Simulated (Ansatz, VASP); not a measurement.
**One calculation of Ru, two programs**

Contents of INCAR:

```
SYSTEM = Ru
ALGO = Normal ; EDIFF = 1E-7
EDIFFG = -0.002 ; ENCUT = 500
GGA = PS ; GGA_COMPAT = .FALSE.
IBRION = 2 ; ISIF = 3
ISMEAR = 0 ; LASPH = .TRUE.
LCHARG = .FALSE. ; LREAL = .FALSE.
LWAVE = .FALSE. ; NELM = 120
NELMIN = 4 ; NSW = 100
PREC = Accurate ; SIGMA = 0.1
```

File KPOINTS:

```
k-points
0
G
  20 20 20
  0 0 0
```

The input POSCAR:

```
Ru
1.0
   -1.5036945962      1.5036945962      1.5036945962
    1.5036945962     -1.5036945962      1.5036945962
    1.5036945962      1.5036945962     -1.5036945962
Ru
1
Direct
    0.0000000000      0.0000000000      0.0000000000
```

Input for Ansatz:

```yaml
crystal:
  lattice:
    - [-1.5036945962, 1.5036945962, 1.5036945962]
    - [1.5036945962, -1.5036945962, 1.5036945962]
    - [1.5036945962, 1.5036945962, -1.5036945962]
  atoms:
    - { symbol: Ru, position: [0.0, 0.0, 0.0] }
basis:
  ecutwfc: 420
kpoints:
  mp_grid: { grid: [20, 20, 20] }
hamiltonian:
  xc: pbesol
  pseudopotentials: { kind: paw, azcp: { folder: soft_1 } }
scf:
  occupations: { method: gaussian, width: 0.1 }
output:
  forces: true
  stress: true
  eigenvalues: true
relax:
  adjacent_minimum: "off"
  f_tol: 0.002
  max_steps: 80
  cell: { stress_tol: 0.02 }
```

Alike in both runs: task relaxation of cell and atoms; functional PBEsol; k mesh 20 × 20 × 20; occupations gaussian, width 0.1 eV; no spin polarisation.

|  | VASP | Ansatz |
| --- | --- | --- |
| version | VASP 6.6.1 | Ansatz 0.2.0 |
| potentials or method | VASP PAW PBE potentials, release 64 (Ru_pv), cutoff 500 eV | scalar-relativistic, plane waves, PAW |
| valence electrons in the cell | 14 | 16 |

|  | VASP | Ansatz | Ansatz less VASP |
| --- | --- | --- | --- |
| gap on the k mesh at the Fermi level, each at its own relaxed structure (eV) | none | none | - |
| relaxed volume (Å³/atom) | 13.75 | 13.75 | +0.005 |
| relaxed cell length with the largest relative difference (Å) | 2.614 | 2.614 | +0.0003 |

VASP's potentials were made for PBE, not for PBEsol, and Ansatz warns of the same on its side. A gap of «none» marks a metal or a gap that the smearing closes. VASP's potentials hold 14 valence electrons a cell and Ansatz's 16, so a difference there can come from the potentials and not from the codes.
